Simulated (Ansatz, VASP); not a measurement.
## Two plane-wave programs on AlFe3B

Contents of INCAR:

```
ALGO     = Normal         # electronic algorithm
EDIFF    = 1E-6           # SCF threshold, eV
EDIFFG   = -0.01          # ionic threshold
ENCUT    = 600            # plane-wave cutoff, eV
GGA      = PS             # functional
IBRION   = 2              # ionic algorithm
ISIF     = 3              # what is computed and relaxed
ISMEAR   = -1             # smearing method
ISPIN    = 2              # spin polarisation
LASPH    = True           # aspherical terms in the spheres
LCHARG   = False          # write CHGCAR
LMAXMIX  = 4              # l up to which the mixer works
LORBIT   = 11             # projections on sites
LREAL    = False          # projectors in reciprocal space
LWAVE    = False          # write WAVECAR
MAGMOM   = 3 3 3 0 0      # initial moments
NELM     = 150            # most SCF steps
NSW      = 60             # ionic steps
PREC     = Accurate       # precision mode
SIGMA    = 0.05           # smearing width, eV
```

Contents of KPOINTS:

```
k-points
0
Gamma
  7 7 7
```

Contents of POSCAR:

```
AlFe3B
1.0
    3.8223220000      0.0000000000      0.0000000000
    0.0000000000      3.8223220000      0.0000000000
    0.0000000000      0.0000000000      3.8223220000
Fe Al B
3 1 1
Direct
    0.0000000000      0.0000000000      0.5000000000
    0.0000000000      0.5000000000      0.0000000000
    0.5000000000      0.0000000000      0.0000000000
    0.5000000000      0.5000000000      0.5000000000
    0.0000000000      0.0000000000      0.0000000000
```

Contents of input.yaml:

```yaml
crystal:
  lattice:
    - [3.822322, 0.0, 0.0]
    - [0.0, 3.822322, 0.0]
    - [0.0, 0.0, 3.822322]
  atoms:
    - { symbol: Fe, position: [0.0, 0.0, 0.5], spin: 3.0 }
    - { symbol: Fe, position: [0.0, 0.5, 0.0], spin: 3.0 }
    - { symbol: Fe, position: [0.5, 0.0, 0.0], spin: 3.0 }
    - { symbol: Al, position: [0.5, 0.5, 0.5] }
    - { symbol: B, position: [0.0, 0.0, 0.0] }
hamiltonian:
  xc: pbesol
  pseudopotentials: { kind: paw }
magnetization:
  spin_polarized: true
kpoints:
  mp_grid: { grid: [7, 7, 7] }
scf:
  occupations: { method: fermi_dirac, width: 0.05 }
output:
  forces: true
  stress: true
  eigenvalues: true
relax:
  f_tol: 0.01
  max_steps: 40
  cell: { stress_tol: 0.05 }
```

Alike in both runs: task relaxation of cell and atoms; functional PBEsol; k mesh 7 × 7 × 7; occupations fermi-dirac, width 0.05 eV; collinear spin.

|  | VASP | Ansatz |
| --- | --- | --- |
| version | VASP 6.6.1 | Ansatz 0.2.0 |
| potentials or method | VASP PAW PBE potentials, release 64 (Fe, Al, B) | Ansatz PAW |
| plane-wave cutoff (eV) | 600 | 420 |
| valence electrons in the cell | 30 | 54 |

|  | VASP | Ansatz | Ansatz less VASP |
| --- | --- | --- | --- |
| gap on the k mesh at the Fermi level, each at its own relaxed structure (eV) | none | none | - |
| net moment per atom (μB) | 0.81 | 0.81 | -0.002 |
| size of the moment on the site where the two differ most (μB) | 1.44 | 1.34 | -0.106 |
| relaxed volume (Å³/atom) | 10.77 | 10.74 | -0.035 |
| relaxed cell length with the largest relative difference (Å) | 3.777 | 3.772 | -0.0041 |

VASP's potentials were made for PBE, not for PBEsol. Site moments also hang on the region over which each program counts them. A gap of «none» marks a metal or a gap that the smearing closes. VASP's potentials hold 30 valence electrons a cell and Ansatz's 54, so a difference there can come from the potentials and not from the codes.

Noted on Ansatz's run: the plane-wave basis is chosen anew once the cell has moved, so the energies of steps on either side of that aren't comparable.
